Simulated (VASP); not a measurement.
Wanted: the native input for a VASP 6.6.1 run.

- Task: relaxation of cell and atoms
- Functional: PBE
- Potentials or basis: VASP PAW PBE potentials, release 64 (Ge_d)
- Cutoff: 600 eV
- k mesh: 6 × 6 × 6
- Occupations: fermi-dirac, width 0.1 eV
- Spin: no spin polarisation
- Target pressure: 5 GPa
- Dipole correction: no
- Further INCAR settings: ALGO = Normal; EDIFF = 1e-06; IBRION = 2; EDIFFG = -0.02; NSW = 80; ISIF = 3

The structure of Ge lies in POSCAR:

```
Ge
1.0
    4.0006830000      0.0000000000      0.0000000000
    2.0003415000      3.4646931105      0.0000000000
    2.0003415000      1.1548977035      3.2665439909
Ge
2
Direct
    0.0000000000      0.0000000000      0.0000000000
    0.2500000000      0.2500000000      0.2500000000
```

One way to write it, as run:

INCAR

```
SYSTEM = Ge
  ALGO = Normal
  EDIFF = 1E-6
  EDIFFG = -0.02
  ENCUT = 600
  GGA = PE
  IBRION = 2
  ISIF = 3
  ISMEAR = -1
  LASPH = .TRUE.
  LCHARG = .FALSE.
  LREAL = .FALSE.
  LWAVE = .FALSE.
  NELM = 80
  NSW = 80
  PREC = Accurate
  PSTRESS = 50.0
  SIGMA = 0.1
```

KPOINTS

```
k-points
0
G
  6 6 6
  0 0 0
```

Potentials or basis: VASP PAW PBE potentials, release 64 (Ge_d).

Run with:

```console
$ cat potpaw_PBE.64/Ge_d/POTCAR > POTCAR
$ mpirun -np 1 vasp_std > vasp.out
```

Results of the run:

```json
{
 "Relaxed volume": "22.25 Å³/atom",
 "Relaxed cell": "a = 3.978 Å, b = 3.978 Å, c = 3.978 Å, α = 60.00°, β = 60.00°, γ = 60.00°",
 "Space group after relaxing (to 0.05 Å)": "Fd-3m (No. 227)",
 "Energy change on relaxing (the enthalpy is what falls)": "+10.5 meV/atom",
 "Ionic steps": "3",
 "Pressure after relaxing": "5.1 GPa",
 "Band gap on the k mesh": "0.19 eV, direct"
}
```

Caveat: the cell is relaxed towards a set pressure, so the enthalpy falls and the energy may rise.

Run time: 69 s on 1 thread of AMD EPYC 7571, on a shared host, peak memory 0.15 GiB.
